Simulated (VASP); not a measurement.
# Sn (Fm-3m) in VASP: further runs

Sn is run at these levels: PBE; tasks: single point.

Everything below comes from runs of VASP 6.6.1. Logs are shortened: lines on timing, memory, paths and dates and some standing lists are left out, and cuts for length are marked.

### Step 1. The cell of the first run

It takes space group Fm-3m (No. 225, cubic). Conventional cell: a = 4.848 Å, b = 4.848 Å, c = 4.848 Å, α = 90.00°, β = 90.00°, γ = 90.00°. Sn (site symmetry m-3m) has 12 Sn at 3.43 Å within 4.5 Å.

### Step 2. Single point, PBE

INCAR reads:

```
PREC = Accurate ; ENCUT = 520
EDIFF = 1E-7 ; ISMEAR = -1
SIGMA = 0.06122561905347299 ; LREAL = F
LASPH = T ; NELM = 80
ALGO = Normal ; ISIF = 2
LWAVE = F ; LCHARG = F
GGA = PE ; NBANDS = 13
```

KPOINTS reads:

```
Automatic mesh
0
Gamma
  13 13 13
```

POSCAR reads:

```
Sn
1.0
    0.0000000000      2.4240107716      2.4240107716
    2.4240107716      0.0000000000      2.4240107716
    2.4240107716      2.4240107716      0.0000000000
Sn
1
Direct
    0.0000000000      0.0000000000      0.0000000000
```

Potentials or basis: VASP PAW PBE potentials, release 64 (Sn_d).

Command:

```sh
cat potpaw_PBE.64/Sn_d/POTCAR > POTCAR
mpirun -np 1 vasp_std > vasp.out
```

OUTCAR:

```text
PREC = Accurate
   ENCUT = 520
   EDIFF = 1E-7
   ISMEAR = -1
   LREAL = F
   LASPH = T
   NELM = 80
   ISIF = 2
   GGA = PE

 ion  position               nearest neighbor table
   1  0.000  0.000  0.000-

  LATTYP: Found a face centered cubic cell.
 ALAT       =     4.8480215432

  Lattice vectors:

 A1 = (   0.0000000000,   2.4240107716,   2.4240107716)
 A2 = (   2.4240107716,   0.0000000000,   2.4240107716)
 A3 = (   2.4240107716,   2.4240107716,   0.0000000000)

Analysis of symmetry for initial positions (statically):
=====================================================================
 Subroutine PRICEL returns:
 Original cell was already a primitive cell.

 Routine SETGRP: Setting up the symmetry group for a
 face centered cubic supercell.

 Subroutine GETGRP returns: Found 48 space group operations
 (whereof 48 operations were pure point group operations)
 out of a pool of 48 trial point group operations.

The static configuration has the point symmetry O_h .

Analysis of symmetry for dynamics (positions and initial velocities):
=====================================================================
 Subroutine PRICEL returns:
 Original cell was already a primitive cell.

 Routine SETGRP: Setting up the symmetry group for a
 face centered cubic supercell.

 Subroutine GETGRP returns: Found 48 space group operations
 (whereof 48 operations were pure point group operations)
 out of a pool of 48 trial point group operations.

The dynamic configuration has the point symmetry O_h .

 Subroutine INISYM returns: Found 48 space group operations
 (whereof 48 operations are pure point group operations),
 and found     1 'primitive' translations

----------------------------------------------------------------------------------------

                                     Primitive cell

  volume of cell :      28.4861

  direct lattice vectors                    reciprocal lattice vectors
     0.000000000  2.424010772  2.424010772    -0.206269710  0.206269710  0.206269710
     2.424010772  0.000000000  2.424010772     0.206269710 -0.206269710  0.206269710
     2.424010772  2.424010772  0.000000000     0.206269710  0.206269710 -0.206269710

  length of vectors
     3.428068909  3.428068909  3.428068909     0.357269619  0.357269619  0.357269619

  position of ions in fractional coordinates (direct lattice)
     0.000000000  0.000000000  0.000000000

  ion indices of the primitive-cell ions
   primitive index   ion index
                 1           1

----------------------------------------------------------------------------------------

 KPOINTS: Automatic mesh

Automatic generation of k-mesh.
 Grid dimensions read from file:
 generate k-points for:   13   13   13

 Generating k-lattice:

  Cartesian coordinates                     Fractional coordinates (reciprocal lattice)
    -0.015866901  0.015866901  0.015866901     0.076923077  0.000000000  0.000000000
     0.015866901 -0.015866901  0.015866901     0.000000000  0.076923077  0.000000000
     0.015866901  0.015866901 -0.015866901     0.000000000  0.000000000  0.076923077

  Length of vectors
     0.027482278  0.027482278  0.027482278

  Shift w.r.t. Gamma in fractional coordinates (k-lattice)
     0.000000000  0.000000000  0.000000000

 Subroutine IBZKPT returns following result:
 ===========================================

 Found     84 irreducible k-points:

 Following reciprocal coordinates:
            Coordinates               Weight
  0.000000  0.000000  0.000000      1.000000
  0.076923  0.000000  0.000000      8.000000
  0.153846  0.000000  0.000000      8.000000
  0.230769  0.000000  0.000000      8.000000
  0.307692  0.000000  0.000000      8.000000
  0.384615  0.000000  0.000000      8.000000
[... 16 lines left out ...]
  0.384615  0.153846  0.000000     24.000000
  0.461538  0.153846  0.000000     24.000000
 [... further k-points ...]
   k-points           NKPTS =     84   k-points in BZ     NKDIM =     84   number of bands    NBANDS=     13
   number of dos      NEDOS =    301   number of ions     NIONS =      1
   total plane-waves  NPLWV =  21952
   dimension x,y,z NGX =    28 NGY =   28 NGZ =   28
   dimension x,y,z NGXF=    56 NGYF=   56 NGZF=   56
   ions per type =               1
   NGX,Y,Z   is equivalent  to a cutoff of  13.58, 13.58, 13.58 a.u.
   NGXF,Y,Z  is equivalent  to a cutoff of  27.16, 27.16, 27.16 a.u.
 SYSTEM =  unknown system
   PREC   = accura    normal or accurate (medium, high low for compatibility)
   ISTART =      0    job   : 0-new  1-cont  2-samecut
   ICHARG =      2    charge: 1-file 2-atom 10-const
   ISPIN  =      1    spin polarized calculation?
   LNONCOLLINEAR =      F non collinear calculations
   LSORBIT =      F    spin-orbit coupling
   LASPH  =      T    aspherical Exc in radial PAW
   ENCUT  =  520.0 eV  38.22 Ry    6.18 a.u.   6.37  6.37  6.37*2*pi/ulx,y,z
   NELM   =     80;   NELMIN=  2; NELMDL= -5     # of ELM steps
   EDIFF  = 0.1E-06   stopping-criterion for ELM
   LREAL  =      F    real-space projection
   EDIFFG = 0.1E-05   stopping-criterion for IOM
   NSW    =      0    number of steps for IOM
   IBRION =     -1    ionic relax: 0-MD 1-quasi-New 2-CG
   NFREE  =      0    steps in history (QN), initial steepest desc. (CG)
   ISIF   =      2    stress and relaxation
   ISYM   =      2    0-nonsym 1-usesym 2-fastsym
   POTIM  = 0.5000    time-step for ionic-motion
   TEBEG  =    0.0;   TEEND  =   0.0 temperature during run
   PSTRESS=    0.0 pullay stress
   NELECT =      14.0000    total number of electrons
   NUPDOWN=      -1.0000    fix difference up-down
   EMIN   =  10.00;   EMAX   =-10.00  energy-range for DOS
   EFERMI =   0.00;   METHOD = LEGACY
   ISMEAR =    -1;   SIGMA  =   0.06  broadening in eV -4-tet -1-fermi 0-gaus
   EFERMI_NEDOS =   21; number of points for ismear=-14 and -15
   IALGO  =     38    algorithm
   IMIX   =      4    mixing-type and parameters
     AMIX     =   0.40;   BMIX     =  1.00
     AMIX_MAG =   1.60;   BMIX_MAG =  1.00
  volume/ion in A,a.u.               =      28.49       192.23
  Fermi-wavevector in a.u.,A,eV,Ry     =   1.291932  2.441397 22.709322  1.669088
  Thomas-Fermi vector in A             =   2.423671
   LORBIT       =      0    0 simple, 1 ext, 2 COOP (PROOUT), +10 PAW based schemes
   GGA     = PE    functional components
   LHFCALC =     F    Hartree Fock is set to
   AEXX    =    0.0000 exact exchange contribution
   IVDW    =     0    specifies the selected vdW correction
   LEPSILON=     F    determine dielectric tensor
   LRPA    =     F    only Hartree local field effects (RPA)
 non-spin polarized calculation
  energy-cutoff  :      520.00
  volume of cell :       28.49
 maximum number of plane-waves:       781
 NGX is ok and might be reduce to    28
   NGX = 13   NGY = 13   NGZ = 13

 number of electron      13.9999996 magnetization

 Free energy of the ion-electron system (eV)
  ---------------------------------------------------
  ext. energy  EPLUGINS =         0.00000000
  ---------------------------------------------------
  free energy    TOTEN  =        -3.78557720 eV

  energy without entropy =       -3.77934849  energy(sigma->0) =       -3.78246284

 E-fermi :   7.6173     XC(G=0): -10.1451

 val. band max:        7.5045449603   @ k =  -0.4615   0.3846   0.0000
 cond. band min:       7.6615933750   @ k =   0.3846   0.3077   0.0000
 fundamental gap:      0.1570484147
 Fermi energy:         7.6172561088

 k-point     1 :       0.0000    0.0000    0.0000
  band No.  band energies     occupation
      1     -13.9590      2.00000
      2     -13.9590      2.00000
      3     -13.9590      2.00000
      4     -13.8932      2.00000
      5     -13.8932      2.00000
      6      -3.2180      2.00000
      7      14.9049      0.00000
      8      14.9049      0.00000
      9      14.9049      0.00000
     10      18.1359      0.00000
     11      19.1342      0.00000
     12      19.1342      0.00000
     13      19.1342      0.00000

 k-point     2 :       0.0769    0.0000    0.0000
  band No.  band energies     occupation
      1     -13.9586      2.00000
      2     -13.9548      2.00000
      3     -13.9548      2.00000
      4     -13.8932      2.00000
      5     -13.8932      2.00000
      6      -3.1009      2.00000
      7      13.6888      0.00000
      8      14.7280      0.00000
      9      14.7280      0.00000
     10      17.5369      0.00000
     11      19.4438      0.00000
     12      19.4438      0.00000
     13      20.4964      0.00000

 k-point     3 :       0.1538    0.0000    0.0000
  band No.  band energies     occupation
      1     -13.9576      2.00000
      2     -13.9459      2.00000
      3     -13.9459      2.00000
      4     -13.8908      2.00000
      5     -13.8908      2.00000
      6      -2.7497      2.00000
      7      11.4121      0.00000
      8      14.3267      0.00000
      9      14.3267      0.00000
     10      17.1809      0.00000
     11      20.0483      0.00000
     12      20.0483      0.00000
     13      20.9745      0.00000
[... 305 lines left out ...]
 k-point    23 :       0.3846    0.1538    0.0000
  band No.  band energies     occupation
      1     -13.9723      2.00000
      2     -13.9356      2.00000
      3     -13.9178      2.00000
      4     -13.8735      2.00000
      5     -13.8347      2.00000
      6      -0.6308      2.00000
      7       6.5518      2.00000
      8      11.4881      0.00000
      9      11.7482      0.00000
     10      15.1870      0.00000
     11      18.9751      0.00000
     12      20.9757      0.00000
     13      21.4553      0.00000

 k-point    24 :       0.4615    0.1538    0.0000
  band No.  band energies     occupation
      1     -13.9683      2.00000
      2     -13.9353      2.00000
      3     -13.9231      2.00000
      4     -13.8599      2.00000
      5     -13.8250      2.00000
      6       0.3972      2.00000
      7       4.7702      2.00000
      8      10.8269      0.00000
      9      11.7985      0.00000
     10      15.0991      0.00000
     11      19.8563      0.00000
     12      20.2433      0.00000
     13      21.7074      0.00000

 [... further k-points ...]
[... 5 lines left out ...]
  --------------------------------------------------------------------------------------
  -------------------------------------------------------------------------------------
  Total       -0.1398828     -0.1398828     -0.1398828     -0.0000000     -0.0000000     -0.0000000
  in kB       -7.8675804     -7.8675804     -7.8675804     -0.0000000     -0.0000000     -0.0000000
  external PRESSURE =      -7.8675804 kB  Pullay stress =       0.0000000 kB

 VOLUME and BASIS-vectors are now :
 -----------------------------------------------------------------------------
  energy-cutoff  :      520.00
  volume of cell :       28.49
      direct lattice vectors                 reciprocal lattice vectors
     0.000000000  2.424010772  2.424010772    -0.206269710  0.206269710  0.206269710
     2.424010772  0.000000000  2.424010772     0.206269710 -0.206269710  0.206269710
     2.424010772  2.424010772  0.000000000     0.206269710  0.206269710 -0.206269710

 POSITION                                       TOTAL-FORCE (eV/Angst)
 -----------------------------------------------------------------------------------
      0.00000      0.00000      0.00000         0.000000     -0.000000      0.000000
 -----------------------------------------------------------------------------------
    total drift:                               -0.000000     -0.000000     -0.000000

  FREE ENERGIE OF THE ION-ELECTRON SYSTEM (eV)
  ---------------------------------------------------
  free  energy   TOTEN  =        -3.7855772001 eV

  energy  without entropy=       -3.7793484899  energy(sigma->0) =       -3.78246284
```

Wall time 54 s (1 thread of Intel Xeon Platinum 8259CL at 2.50GHz (Skylake/Cascade Lake), shared host); peak memory 0.17 GiB.

What came out:

| Property | Result |
| --- | --- |
| Free energy | -3.7856 eV |
| Pressure | -0.8 GPa |
| Band gap on the k mesh | zero (band 7 reaches 14.90 eV, above the bottom of band 8 at 5.74 eV) |

Caveat: spin-orbit coupling is left out, which moves the levels of the heavy elements.

### Step 3. Single point, PBE

INCAR reads:

```
SYSTEM = Sn
ALGO     = Normal         ! electronic algorithm
EDIFF    = 1E-7           ! SCF threshold, eV
ENCUT    = 520            ! plane-wave cutoff, eV
GGA      = PE             ! functional
ISIF     = 2              ! what is computed and relaxed
ISMEAR   = -1             ! smearing method
LASPH    = .TRUE.         ! aspherical terms in the spheres
LCHARG   = .FALSE.        ! write CHGCAR
LREAL    = .FALSE.        ! projectors in reciprocal space
LWAVE    = .FALSE.        ! write WAVECAR
NBANDS   = 13             ! bands
NELM     = 60             ! most SCF steps
PREC     = Accurate       ! precision mode
SIGMA    = 0.06122561905347299 ! smearing width, eV
```

KPOINTS reads:

```
k-points
0
G
  13 13 13
  0 0 0
```

POSCAR is that of step 2.

Potentials or basis: VASP PAW PBE potentials, release 64 (Sn_d).

Command:

```sh
cat potpaw_PBE.64/Sn_d/POTCAR > POTCAR
mpirun -np 1 vasp_std > vasp.out
```

Run time: 48 s. Hardware: 1 thread of Intel Xeon Platinum 8259CL at 2.50GHz (Skylake/Cascade Lake), shared host; peak memory 0.16 GiB.

Results (log left out):

```
Free energy            : -3.7856 eV
Pressure               : -0.8 GPa
Band gap on the k mesh : zero (band 7 reaches 14.90 eV, above the bottom of band 8 at 5.74 eV)
```

Levels at points of the mesh, in eV from the Fermi level:
```csv
k point,band 4,band 5,band 6,band 7,band 8,band 9,band 10,band 11
"(0.00, 0.00, 0.00)",-21.51,-21.51,-10.84,7.29,7.29,7.29,10.52,11.52
```

Caveat: spin-orbit coupling is left out, which moves the levels of the heavy elements.

### Step 4. Single point, PBE

This run uses another cell than the first one, of 29.04 Å³/atom, 1.020 times its volume.

INCAR reads:

```
SYSTEM = Sn
  ALGO = Normal
  EDIFF = 1E-6
  ENCUT = 520
  GGA = PE
  ISIF = 2
  ISMEAR = -1
  LASPH = .TRUE.
  LCHARG = .TRUE.
  LELF = .TRUE.
  LREAL = .FALSE.
  LVHAR = .TRUE.
  LWAVE = .FALSE.
  NBANDS = 13
  NELM = 60
  PREC = Accurate
  SIGMA = 0.06122561905347299
```

KPOINTS is that of step 3.

POSCAR reads:

```
Sn
1.0
    0.0000000000      2.4397515424      2.4397515424
    2.4397515424      0.0000000000      2.4397515424
    2.4397515424      2.4397515424      0.0000000000
Sn
1
Direct
    0.0000000000      0.0000000000      0.0000000000
```

Command:

```sh
cat potpaw_PBE.64/Sn_d/POTCAR > POTCAR
mpirun -np 1 vasp_std > vasp.out
```

Run time: 46 s. Hardware: 1 thread of Intel Xeon Platinum 8259CL at 2.50GHz (Skylake/Cascade Lake), shared host; peak memory 0.16 GiB.

It converged, with:

- Free energy: -3.7817 eV
- Pressure: -1.5 GPa
- Band gap on the k mesh: zero (band 7 reaches 14.53 eV, above the bottom of band 8 at 5.56 eV)

Levels at points of the mesh, in eV from the Fermi level:
| k point | band 5 | band 6 | band 7 | band 8 | band 9 | band 10 |
| --- | --- | --- | --- | --- | --- | --- |
| (0.00, 0.00, 0.00) | -21.50 | -10.70 | 7.14 | 7.14 | 7.14 | 10.50 |

Caveat: spin-orbit coupling is left out, which moves the levels of the heavy elements.

### Step 5. Single point, PBE

This run uses another cell than the first one, of 29.04 Å³/atom, 1.020 times its volume.

INCAR reads:

```
ALGO = Normal ; EDIFF = 1E-6
ENCUT = 520 ; GGA = PE
ISIF = 2 ; ISMEAR = -1
LASPH = T ; LCHARG = F
LREAL = F ; LWAVE = F
NBANDS = 13 ; NELM = 100
PREC = Accurate ; SIGMA = 0.06122561905347299
```

KPOINTS reads:

```
k-points
0
Gamma
  13 13 13
```

POSCAR is that of step 4.

Command:

```sh
cat potpaw_PBE.64/Sn_d/POTCAR > POTCAR
mpirun -np 1 vasp_std > vasp.out
```

It took 41 s on 1 thread of Intel Xeon Platinum 8259CL at 2.50GHz (Skylake/Cascade Lake), shared host; peak memory 0.17 GiB.

It converged, with:

| Quantity | Value |
| --- | --- |
| Free energy | -3.7817 eV |
| Pressure | -1.5 GPa |
| Band gap on the k mesh | zero (band 7 reaches 14.53 eV, above the bottom of band 8 at 5.56 eV) |

Levels at points of the mesh, in eV from the Fermi level:
```
           k point  band 4  band 5  band 6  band 7  band 8  band 9  band 10  band 11
(0.00, 0.00, 0.00)  -21.50  -21.50  -10.70    7.14    7.14    7.14    10.50    11.41
```

Caveat: spin-orbit coupling is left out, which moves the levels of the heavy elements.
